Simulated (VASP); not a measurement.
# Ir (Fm-3m) in VASP: a series of runs, part 2 of 2

VASP 6.6.1. Earlier steps stand in the parts before.

### Step 4. Single point, LDA

Contents of INCAR:

```
SYSTEM = Ir
PREC = Accurate
ENCUT = 500
EDIFF = 1E-6
ISMEAR = -1
SIGMA = 0.05
LREAL = .FALSE.
LASPH = .TRUE.
NELM = 120
ALGO = Normal
ISIF = 2
LWAVE = .FALSE.
LCHARG = .FALSE.
NBANDS = 10
GGA_COMPAT = .FALSE.
```

Contents of KPOINTS:

```
regular mesh
0
G
  10 10 10
  0 0 0
```

Contents of POSCAR:

```
Ir
1.0
    0.0000000000      1.9055973447      1.9055973447
    1.9055973447      0.0000000000      1.9055973447
    1.9055973447      1.9055973447      0.0000000000
Ir
1
Direct
    0.0000000000      0.0000000000      0.0000000000
```

Potentials or basis: VASP PAW LDA potentials, release 64 (Ir).

Started as:

```console
cat potpaw_LDA.64/Ir/POTCAR > POTCAR
mpirun -np 1 vasp_std > vasp.out
```

OUTCAR:

```text
SYSTEM = Ir
   PREC = Accurate
   ENCUT = 500
   EDIFF = 1E-6
   ISMEAR = -1
   LREAL = .FALSE.
   LASPH = .TRUE.
   NELM = 120
   ISIF = 2

 ion  position               nearest neighbor table
   1  0.000  0.000  0.000-

  LATTYP: Found a face centered cubic cell.
 ALAT       =     3.8111946894

  Lattice vectors:

 A1 = (   0.0000000000,   1.9055973447,   1.9055973447)
 A2 = (   1.9055973447,   0.0000000000,   1.9055973447)
 A3 = (   1.9055973447,   1.9055973447,   0.0000000000)

[... 489 lines left out ...]

 [... further k-points ...]

------------------------ aborting loop because EDIFF is reached ----------------------------------------

  FORCE on cell =-STRESS in cart. coord.  units (eV):
  Direction    XX          YY          ZZ          XY          YZ          ZX
  --------------------------------------------------------------------------------------
  -------------------------------------------------------------------------------------
  Total        0.2247012      0.2247012      0.2247012     -0.0000000      0.0000000     -0.0000000
  in kB       26.0131304     26.0131304     26.0131304     -0.0000000      0.0000000     -0.0000000
  external PRESSURE =      26.0131304 kB  Pullay stress =       0.0000000 kB

 VOLUME and BASIS-vectors are now :
 -----------------------------------------------------------------------------
  energy-cutoff  :      500.00
  volume of cell :       13.84
      direct lattice vectors                 reciprocal lattice vectors
     0.000000000  1.905597345  1.905597345    -0.262384916  0.262384916  0.262384916
     1.905597345  0.000000000  1.905597345     0.262384916 -0.262384916  0.262384916
     1.905597345  1.905597345  0.000000000     0.262384916  0.262384916 -0.262384916

 POSITION                                       TOTAL-FORCE (eV/Angst)
 -----------------------------------------------------------------------------------
      0.00000      0.00000      0.00000         0.000000      0.000000     -0.000000
 -----------------------------------------------------------------------------------
    total drift:                                0.000000      0.000000      0.000000

  FREE ENERGIE OF THE ION-ELECTRON SYSTEM (eV)
  ---------------------------------------------------
  free  energy   TOTEN  =       -10.3323158671 eV

  energy  without entropy=      -10.3235084268  energy(sigma->0) =      -10.32791215
```

OSZICAR:

```text
N       E                     dE             d eps       ncg     rms          rms(c)
DAV:   1     0.453070311407E+02    0.45307E+02   -0.42872E+03   948   0.790E+02
DAV:   2    -0.100478866918E+02   -0.55355E+02   -0.52140E+02   960   0.195E+02
DAV:   3    -0.109292035106E+02   -0.88132E+00   -0.87985E+00  1114   0.294E+01
DAV:   4    -0.109377576780E+02   -0.85542E-02   -0.85530E-02  1060   0.272E+00
DAV:   5    -0.109379413224E+02   -0.18364E-03   -0.18364E-03  1098   0.387E-01    0.167E+01
DAV:   6    -0.104347190952E+02    0.50322E+00   -0.85959E-01  1058   0.114E+01    0.668E+00
DAV:   7    -0.103397869087E+02    0.94932E-01   -0.26088E-01  1136   0.574E+00    0.145E+00
DAV:   8    -0.103373908904E+02    0.23960E-02   -0.17347E-03  1022   0.419E-01    0.117E+00
DAV:   9    -0.103323304553E+02    0.50604E-02   -0.24803E-03  1042   0.745E-01    0.386E-02
DAV:  10    -0.103323152477E+02    0.15208E-04   -0.14305E-05  1346   0.411E-02    0.110E-02
DAV:  11    -0.103323158671E+02   -0.61933E-06   -0.15681E-06   980   0.919E-03
   1 F= -.10332316E+02 E0= -.10327912E+02  d E =-.880744E-02
```

stdout:

```text
POSCAR found type information on POSCAR Ir
 POSCAR found :  1 types and       1 ions
 scaLAPACK will be used
 LDA part: xc-table for (Slater(with rela. corr.)+CA(PZ))
 , standard interpolation
 POSCAR, INCAR and KPOINTS ok, starting setup
 FFT: planning ... GRIDC
 FFT: planning ... GRID_SOFT
 FFT: planning ... GRID
 WAVECAR not read
 entering main loop
```

Wall time 3.7 s (1 thread of Intel Xeon Platinum 8559C (Emerald Rapids), shared host); peak memory 0.12 GiB.

What came out:

```
Free energy : -10.3323 eV
Pressure    : 2.6 GPa
```

Caveat: spin-orbit coupling is left out, which moves the levels of the heavy elements.

### Step 5. Single point, LDA

This run uses another cell than the first one, of 13.98 Å³/atom, 1.010 times its volume.

Contents of INCAR:

```
  ALGO = Normal
  EDIFF = 1E-6
  ENCUT = 500
  GGA = CA
  GGA_COMPAT = F
  ISIF = 2
  ISMEAR = -1
  LASPH = T
  LCHARG = F
  LREAL = F
  LWAVE = F
  NBANDS = 10
  NELM = 120
  PREC = Accurate
  SIGMA = 0.05
```

Contents of KPOINTS:

```
k-points
0
Gamma
  10 10 10
```

Contents of POSCAR:

```
Ir
1.0
    0.0000000000      1.9119282794      1.9119282794
    1.9119282794      0.0000000000      1.9119282794
    1.9119282794      1.9119282794      0.0000000000
Ir
1
Direct
    0.0000000000      0.0000000000      0.0000000000
```

Started as:

```console
cat potpaw_LDA.64/Ir/POTCAR > POTCAR
mpirun -np 1 vasp_std > vasp.out
```

Run time: 7.4 s. Hardware: 1 thread of Intel Xeon 8259CL, shared host; peak memory 0.12 GiB.

Results (log left out):

```yaml
Free_energy: -10.3329 eV
Pressure: -1.5 GPa
```

Levels at points of the mesh, in eV from the Fermi level:
| k point | band 1 | band 2 | band 3 | band 4 | band 5 | band 6 | band 7 | band 8 |
| --- | --- | --- | --- | --- | --- | --- | --- | --- |
| (0.00, 0.00, 0.00) | -11.31 | -4.07 | -4.07 | -4.07 | -1.28 | -1.28 | 14.24 | 19.86 |
| (0.50, 0.00, 0.00) | -8.32 | -4.15 | -4.15 | -0.82 | 0.85 | 0.85 | 7.31 | 13.79 |
| (0.50, 0.50, 0.00) | -8.13 | -7.58 | 0.84 | 1.42 | 1.42 | 1.66 | 10.61 | 11.68 |

Caveat: spin-orbit coupling is left out, which moves the levels of the heavy elements.

### Step 6. The runs side by side

```tsv
cell	gap on the mesh (eV)	pressure (GPa)
a = 2.695 Å, angles 60.0°, 1 atom	none	2.6
a = 2.686 Å, angles 60.0°, 1 atom	none	6.9
a = 2.704 Å, angles 60.0°, 1 atom	none	-1.5
```

Alike in all rows: task single point; level LDA; potentials or basis VASP PAW LDA potentials, release 64 (Ir); no spin polarisation; k mesh 10 × 10 × 10; cutoff (eV) 500; smearing fermi-dirac 0.05 eV.

Caveats: spin-orbit coupling is left out, which moves the levels of the heavy elements.

Absolute energies hang on the potentials; compare differences alone.
